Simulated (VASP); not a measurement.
# Al16CN16 (a cell with a defect) in VASP: a series of runs

Al16CN16 (a cell with a defect) is run at these levels: PBE; tasks: electric field gradients.

Program: VASP 6.6.1. These are calculated values, not measurements. Logs are shortened: lines on timing, memory, paths and dates and some standing lists are left out, and cuts for length are marked.

## (1) The cell of the first run

The cell holds a defect, 33 atoms: a = 6.260 Å, b = 6.260 Å, c = 10.035 Å, α = 90.00°, β = 90.00°, γ = 120.00°.

## (2) Electric field gradients, PBE, collinear spin

File INCAR:

```
PREC = Accurate
ENCUT = 520
EDIFF = 1E-8
ISMEAR = 0
SIGMA = 0.01
LREAL = Auto
LASPH = T
NELM = 150
ALGO = Normal
ISIF = 2
LWAVE = F
LCHARG = F
ISPIN = 2
MAGMOM = 0 0 0 0 0 0 0 0 0 0.02 0 0 0.01 0 0 0 -0.02 0.04 0 0 0 0.02 0 0 0.1 0 0 0 0.14 -0.03 0 0 0.48
LORBIT = 11
NUPDOWN = 1.0
GGA = PE
LEFG = T
NELECT = 133.0
NBANDS = 92
```

File KPOINTS:

```
Automatic mesh
0
Gamma
  1 1 1
  0.25 0.25 0.25
```

File POSCAR:

```
Al16CN16
1.0
    6.2595139128      0.0000000578      0.0000000000
   -3.1297570064      5.4208980350      0.0000000000
    0.0000000000      0.0000000000     10.0348065929
Al N C
16 16 1
Direct
    0.3333333333      0.1666666667      0.2496176900
    0.1666666667      0.3333333333      0.4996176900
    0.3333333333      0.1666666667      0.7496176900
    0.1666666667      0.3333333333      0.9996176900
    0.3333333333      0.6666666667      0.2496176900
    0.1666666667      0.8333333333      0.4996176900
    0.3333333333      0.6666666667      0.7496176900
    0.1666666667      0.8333333333      0.9996176900
    0.8333333333      0.1666666667      0.2496176900
    0.6666666667      0.3333333333      0.4996176900
    0.8333333333      0.1666666667      0.7496176900
    0.6666666667      0.3333333333      0.9996176900
    0.8333333333      0.6666666667      0.2496176900
    0.6666666667      0.8333333333      0.4996176900
    0.8333333333      0.6666666667      0.7496176900
    0.6666666667      0.8333333333      0.9996176900
    0.3333333333      0.1666666667      0.4403823100
    0.1666666667      0.3333333333      0.1903823100
    0.3333333333      0.1666666667      0.9403823100
    0.1666666667      0.3333333333      0.6903823100
    0.3333333333      0.6666666667      0.4403823100
    0.1666666667      0.8333333333      0.1903823100
    0.3333333333      0.6666666667      0.9403823100
    0.1666666667      0.8333333333      0.6903823100
    0.8333333333      0.1666666667      0.4403823100
    0.6666666667      0.3333333333      0.1903823100
    0.8333333333      0.1666666667      0.9403823100
    0.6666666667      0.3333333333      0.6903823100
    0.8333333333      0.6666666667      0.4403823100
    0.6666666667      0.8333333333      0.1903823100
    0.8333333333      0.6666666667      0.9403823100
    0.6666666667      0.8333333333      0.6903823100
    0.0000000000      0.0000000000      0.3450000000
```

Potentials or basis: VASP PAW PBE potentials, release 64 (Al, N, C).

Run with:

```sh
$ cat potpaw_PBE.64/Al/POTCAR potpaw_PBE.64/N/POTCAR potpaw_PBE.64/C/POTCAR > POTCAR
$ mpirun -np 1 vasp_std > vasp.out
```

OUTCAR:

```text
PREC = Accurate
   ENCUT = 520
   EDIFF = 1E-8
   ISMEAR = 0
   LREAL = Auto
   LASPH = T
   NELM = 150
   ISIF = 2
   ISPIN = 2
   LORBIT = 11
   NUPDOWN = 1.0
   GGA = PE
   NELECT = 133.0

 ion  position               nearest neighbor table
   1  0.333  0.167  0.250-  18 1.90  26 1.90  22 1.90  17 1.91  33 2.04   4 3.09   2 3.09  12 3.09
                            10 3.09   8 3.09   6 3.09   9 3.13   9 3.13   5 3.13   5 3.13  13 3.13
   2  0.167  0.333  0.500-  17 1.90  25 1.90  21 1.90  20 1.91  33 2.38   3 3.09   1 3.09  11 3.09
                             9 3.09   7 3.09   5 3.09  10 3.13  10 3.13   6 3.13   6 3.13  14 3.13
   3  0.333  0.167  0.750-  20 1.90  28 1.90  24 1.90  19 1.91   2 3.09   4 3.09  10 3.09  12 3.09
                             6 3.09   8 3.09  11 3.13  11 3.13   7 3.13   7 3.13  15 3.13  15 3.13
   4  0.167  0.333  1.000-  19 1.90  27 1.90  23 1.90  18 1.91   1 3.09   3 3.09   9 3.09  11 3.09
                             5 3.09   7 3.09  12 3.13  12 3.13   8 3.13   8 3.13  16 3.13  16 3.13
   5  0.333  0.667  0.250-  22 1.90  30 1.90  18 1.90  21 1.91   6 3.09   8 3.09  14 3.09  16 3.09
                             2 3.09   4 3.09  13 3.13  13 3.13   1 3.13   1 3.13   9 3.13   9 3.13
   6  0.167  0.833  0.500-  21 1.90  29 1.90  17 1.90  24 1.91  33 2.38   7 3.09   5 3.09  15 3.09
                            13 3.09   3 3.09   1 3.09  14 3.13  14 3.13   2 3.13   2 3.13  10 3.13
   7  0.333  0.667  0.750-  24 1.90  32 1.90  20 1.90  23 1.91   6 3.09   8 3.09  14 3.09  16 3.09
                             2 3.09   4 3.09  15 3.13  15 3.13   3 3.13   3 3.13  11 3.13  11 3.13
   8  0.167  0.833  1.000-  23 1.90  31 1.90  19 1.90  22 1.91   5 3.09   7 3.09  13 3.09  15 3.09
                             1 3.09   3 3.09  16 3.13  16 3.13   4 3.13   4 3.13  12 3.13  12 3.13
   9  0.833  0.167  0.250-  26 1.90  18 1.90  30 1.90  25 1.91  33 2.04  12 3.09  10 3.09   4 3.09
[... 16 lines left out ...]
  18  0.167  0.333  0.190-   1 1.90   9 1.90   5 1.90   4 1.91
  19  0.333  0.167  0.940-   4 1.90  12 1.90   8 1.90   3 1.91
  20  0.167  0.333  0.690-   3 1.90  11 1.90   7 1.90   2 1.91
  21  0.333  0.667  0.440-   6 1.90  14 1.90   2 1.90   5 1.91
  22  0.167  0.833  0.190-   5 1.90  13 1.90   1 1.90   8 1.91
[... 8 lines left out ...]
  31  0.833  0.667  0.940-  16 1.90   8 1.90  12 1.90  15 1.91
  32  0.667  0.833  0.690-  15 1.90   7 1.90  11 1.90  14 1.91
  33  0.000  0.000  0.345-   1 2.04  13 2.04   9 2.04  14 2.38   2 2.38   6 2.38

  LATTYP: Found a hexagonal cell.
 ALAT       =     6.2595139128
 C/A-ratio  =     1.6031287306

  Lattice vectors:

 A1 = (   6.2595139128,   0.0000000578,   0.0000000000)
 A2 = (  -3.1297570064,   5.4208980350,   0.0000000000)
 A3 = (   0.0000000000,   0.0000000000,  10.0348065929)

Analysis of symmetry for initial positions (statically):
=====================================================================
 Subroutine PRICEL returns:
 Original cell was already a primitive cell.

 Routine SETGRP: Setting up the symmetry group for a
 hexagonal supercell.

 Subroutine GETGRP returns: Found  6 space group operations
 (whereof  6 operations were pure point group operations)
 out of a pool of 24 trial point group operations.

The static configuration has the point symmetry C_3v.

Analysis of symmetry for dynamics (positions and initial velocities):
=====================================================================
 Subroutine PRICEL returns:
 Original cell was already a primitive cell.

 Routine SETGRP: Setting up the symmetry group for a
 hexagonal supercell.

 Subroutine GETGRP returns: Found  6 space group operations
 (whereof  6 operations were pure point group operations)
 out of a pool of 24 trial point group operations.

The dynamic configuration has the point symmetry C_3v.

Analysis of structural, dynamic, and magnetic symmetry:
=====================================================================
 Subroutine PRICEL returns:
 Original cell was already a primitive cell.

 Routine SETGRP: Setting up the symmetry group for a
 hexagonal supercell.

 Subroutine GETGRP returns: Found  1 space group operations
 (whereof  1 operations were pure point group operations)
 out of a pool of 24 trial point group operations.

The overall configuration has the point symmetry C_1 .

[... 187 lines left out ...]

  energy without entropy =     -229.42727168  energy(sigma->0) =     -229.42727168

 E-fermi :  10.4706     XC(G=0): -11.0223

 val. band max:       10.3692874078   @ k =   0.2500   0.2500   0.2500
 cond. band min:      10.5943057540   @ k =   0.2500   0.5000   0.2500
 fundamental gap:      0.2250183462
 Fermi energy:        10.2956890793

 spin component 1

 k-point     1 :       0.2500    0.2500    0.2500
  band No.  band energies     occupation
      1      -8.6433      1.00000
      2      -8.2410      1.00000
      3      -7.9621      1.00000
      4      -7.8820      1.00000
      5      -7.6429      1.00000
      6      -7.4906      1.00000
[... 475 lines left out ...]
     77      12.8145      0.00000
     78      12.9447      0.00000
 Fermi energy:        10.4705536652

 spin component 2

 k-point     1 :       0.2500    0.2500    0.2500
  band No.  band energies     occupation
      1      -8.5748      1.00000
      2      -8.1706      1.00000
      3      -7.9370      1.00000
      4      -7.8666      1.00000
      5      -7.5942      1.00000
      6      -7.4643      1.00000
[... 475 lines left out ...]
     77      12.8537      0.00000
     78      12.9613      0.00000
 [bands above 78 left out]

------------------------ aborting loop because EDIFF is reached ----------------------------------------

  FORCE on cell =-STRESS in cart. coord.  units (eV):
  Direction    XX          YY          ZZ          XY          YZ          ZX
  --------------------------------------------------------------------------------------
  -------------------------------------------------------------------------------------
  Total       21.5993983     21.5994600     30.5129576      0.0000873      0.0000015     -0.0000213
  in kB      101.6322121    101.6325025    143.5734154      0.0004107      0.0000072     -0.0001004
  external PRESSURE =     115.6127100 kB  Pullay stress =       0.0000000 kB

 VOLUME and BASIS-vectors are now :
 -----------------------------------------------------------------------------
  energy-cutoff  :      520.00
  volume of cell :      340.50
      direct lattice vectors                 reciprocal lattice vectors
     6.259513913  0.000000058  0.000000000     0.159756813  0.092235641  0.000000000
    -3.129757006  5.420898035  0.000000000    -0.000000002  0.184471279  0.000000000
     0.000000000  0.000000000 10.034806593     0.000000000  0.000000000  0.099653141

 POSITION                                       TOTAL-FORCE (eV/Angst)
 -----------------------------------------------------------------------------------
      1.56488      0.90348      2.50487        -1.122329     -0.647977      0.280851
     -0.00000      1.80697      5.01357        -0.000002     -0.312920     -0.505578
      1.56488      0.90348      7.52227         0.200551      0.115787      0.020879
     -0.00000      1.80697     10.03097         0.000001      0.276545      0.825674
     -0.00000      3.61393      2.50487        -0.000001     -0.000003     -0.736423
     -1.56488      4.51742      5.01357        -0.271006      0.156464     -0.505587
[... 25 lines left out ...]
      1.56488      4.51742      6.92785         0.073855      0.042641      0.037548
      0.00000      0.00000      3.46201         0.000001      0.000018     -0.065204
 -----------------------------------------------------------------------------------
    total drift:                               -0.000010     -0.000013      0.083505

  FREE ENERGIE OF THE ION-ELECTRON SYSTEM (eV)
  ---------------------------------------------------
  free  energy   TOTEN  =      -229.4272716845 eV

  energy  without entropy=     -229.4272716845  energy(sigma->0) =     -229.42727168

 Electric field gradients (V/A^2)
---------------------------------------------------------------------
 ion       V_xx      V_yy      V_zz      V_xy      V_xz      V_yz
---------------------------------------------------------------------
   1     -10.572     0.750     9.822    -9.804     8.396     4.847
   2      -2.301    -1.210     3.511    -0.000     0.000     0.033
   3      -1.807    -0.804     2.612    -0.869     0.178     0.103
   4       2.141     0.180    -2.321    -0.000    -0.000    -2.209
   5      -0.637    -0.637     1.274    -0.000     0.000     0.000
   6      -1.482    -2.028     3.511    -0.472     0.029    -0.016
[... 25 lines left out ...]
  32       4.688     3.342    -8.030     1.165     0.322     0.186
  33      -1.637    -1.638     3.275     0.000    -0.001    -0.001
---------------------------------------------------------------------

 Electric field gradients after diagonalization (V/A^2)
 (convention: |V_zz| > |V_xx| > |V_yy|)
----------------------------------------------------------------------
 ion       V_xx      V_yy      V_zz     asymmetry (V_yy - V_xx)/ V_zz
----------------------------------------------------------------------
   1      13.034     6.410   -19.444       0.341
   2      -2.301    -1.210     3.511       0.311
   3      -2.318    -0.303     2.621       0.769
   4       2.141     1.468    -3.609       0.187
   5      -0.637    -0.637     1.274       0.000
   6      -2.301    -1.210     3.511       0.311
[... 25 lines left out ...]
  32       5.371     2.669    -8.040       0.336
  33      -1.638    -1.637     3.275       0.000
----------------------------------------------------------------------

           NMR quadrupolar parameters

 Cq : quadrupolar parameter    Cq=e*Q*V_zz/h
 eta: asymmetry parameters     (V_yy - V_xx)/ V_zz
 Q  : nuclear electric quadrupole moment in mb (millibarn)
----------------------------------------------------------------------
 ion       Cq(MHz)       eta       Q (mb)
----------------------------------------------------------------------
   1      -0.047       0.341       1.000
   2       0.008       0.311       1.000
   3       0.006       0.769       1.000
   4      -0.009       0.187       1.000
   5       0.003       0.000       1.000
   6       0.008       0.311       1.000
[... 25 lines left out ...]
  32      -0.019       0.336       1.000
  33       0.008       0.000       1.000
----------------------------------------------------------------------

 total charge

# of ion       s       p       d       tot
------------------------------------------
    1        0.369   0.448   0.000   0.817
    2        0.371   0.430   0.000   0.801
    3        0.376   0.435   0.000   0.811
    4        0.377   0.434   0.000   0.811
    5        0.374   0.435   0.000   0.809
    6        0.371   0.430   0.000   0.801
[... 25 lines left out ...]
   32        1.231   2.618   0.000   3.848
   33        1.024   1.412   0.000   2.436
--------------------------------------------------
tot         26.890  50.074   0.000  76.965

 magnetization (x)

# of ion       s       p       d       tot
------------------------------------------
    1        0.000   0.002   0.000   0.003
    2       -0.001  -0.001   0.000  -0.002
    3        0.000   0.000   0.000   0.000
    4        0.000   0.000   0.000   0.000
    5        0.001   0.003   0.000   0.004
    6       -0.001  -0.001   0.000  -0.002
[... 25 lines left out ...]
   32       -0.000  -0.001   0.000  -0.001
   33        0.037   0.324   0.000   0.361
--------------------------------------------------
tot          0.083   0.542   0.000   0.625
```

It took 23 min on 1 thread of Intel Xeon Platinum 8259CL at 2.50GHz (Skylake/Cascade Lake), shared host; peak memory 0.72 GiB.

What came out:

```yaml
Free_energy: -229.4273 eV
Largest_force: 3.372 eV/Å
Net_moment: 1.00 μB per cell
Site_moments: Al +0.00, -0.00, +0.03 (each value once); N +0.06, +0.01, +0.00, -0.00 (each value once); C +0.36 μB
Largest_electric_field_gradient_by_atom: Al -19.4, +3.5, +2.6, -3.6, +1.3, -0.3, +9.5, +0.4 (each value once); N +13.2, -15.5, -8.4, -8.0, -6.9, -10.3, -4.3 (each value once); C +3.3 V/Å²
Valence_electrons_inside_the_program's_atomic_spheres: Al 0.82, 0.80, 0.81, 0.85 (each value once); N 3.84, 3.85 (each value once); C 2.44
```

Forces on the atoms (eV/Å):
```
Al  -1.122 -0.648  0.281
Al   0.000 -0.313 -0.506
Al   0.201  0.116  0.021
Al   0.000  0.277  0.826
Al   0.000  0.000 -0.736
Al  -0.271  0.156 -0.506
Al   0.000  0.000  0.220
Al   0.239 -0.138  0.826
Al   1.122 -0.648  0.281
Al   0.000  0.000  0.513
Al  -0.201  0.116  0.021
Al   0.000  0.000  0.338
Al   0.000  1.296  0.281
Al   0.271  0.156 -0.506
Al   0.000 -0.232  0.021
Al  -0.239 -0.138  0.826
N    2.497  1.441  1.750
N    0.000  2.010 -2.003
N   -0.051 -0.029 -0.367
N    0.000 -0.085  0.038
N    0.000  0.000  0.130
N    1.741 -1.005 -2.003
N    0.000  0.000 -1.063
N   -0.074  0.043  0.038
N   -2.497  1.441  1.750
N    0.000  0.000 -0.368
N    0.051 -0.029 -0.367
N    0.000  0.000  0.914
N    0.000 -2.883  1.750
N   -1.741 -1.005 -2.003
N    0.000  0.059 -0.367
N    0.074  0.043  0.038
C    0.000  0.000 -0.065
```

Electric field gradients, principal values (V/Å²):
| atom | least | middle | greatest (by size) |
| --- | --- | --- | --- |
| 1 Al | 6.410 | 13.034 | -19.444 |
| 2 Al | -1.210 | -2.301 | 3.511 |
| 3 Al | -0.303 | -2.318 | 2.621 |
| 4 Al | 1.468 | 2.141 | -3.609 |
| 5 Al | -0.637 | -0.637 | 1.274 |
| 6 Al | -1.210 | -2.301 | 3.511 |
| 7 Al | 0.134 | 0.134 | -0.269 |
| 8 Al | 1.468 | 2.141 | -3.609 |
| 9 Al | 6.410 | 13.034 | -19.444 |
| 10 Al | -4.728 | -4.729 | 9.457 |
| 11 Al | -0.303 | -2.318 | 2.621 |
| 12 Al | -0.192 | -0.192 | 0.384 |
| 13 Al | 6.410 | 13.034 | -19.444 |
| 14 Al | -1.210 | -2.301 | 3.511 |
| 15 Al | -0.303 | -2.318 | 2.621 |
| 16 Al | 1.468 | 2.141 | -3.609 |
| 17 N | -1.588 | -11.562 | 13.150 |
| 18 N | 5.316 | 10.207 | -15.523 |
| 19 N | 3.648 | 4.789 | -8.437 |
| 20 N | 2.670 | 5.371 | -8.040 |
| 21 N | 3.433 | 3.434 | -6.867 |
| 22 N | 5.317 | 10.206 | -15.523 |
| 23 N | 5.155 | 5.156 | -10.311 |
| 24 N | 2.669 | 5.371 | -8.040 |
| 25 N | -1.589 | -11.562 | 13.151 |
| 26 N | 2.163 | 2.164 | -4.326 |
| 27 N | 3.647 | 4.790 | -8.437 |
| 28 N | 7.746 | 7.747 | -15.493 |
| 29 N | -1.588 | -11.562 | 13.150 |
| 30 N | 5.316 | 10.207 | -15.524 |
| 31 N | 3.648 | 4.789 | -8.437 |
| 32 N | 2.669 | 5.371 | -8.040 |
| 33 C | -1.637 | -1.638 | 3.275 |

Caveat: the k points lie up to 0.58 Å⁻¹ apart; the cell carries a net charge on a neutralising background, which shifts energy and pressure; the cell is charged against a uniform background, so pressure and absolute levels hang on convention; without QUAD_EFG the Cq values of the log hold for a quadrupole moment of 1 mb, not for the nuclei; the total moment is fixed, so each spin has its own Fermi level and the state may be an excited one.

(Continued in part 2 of 2.)
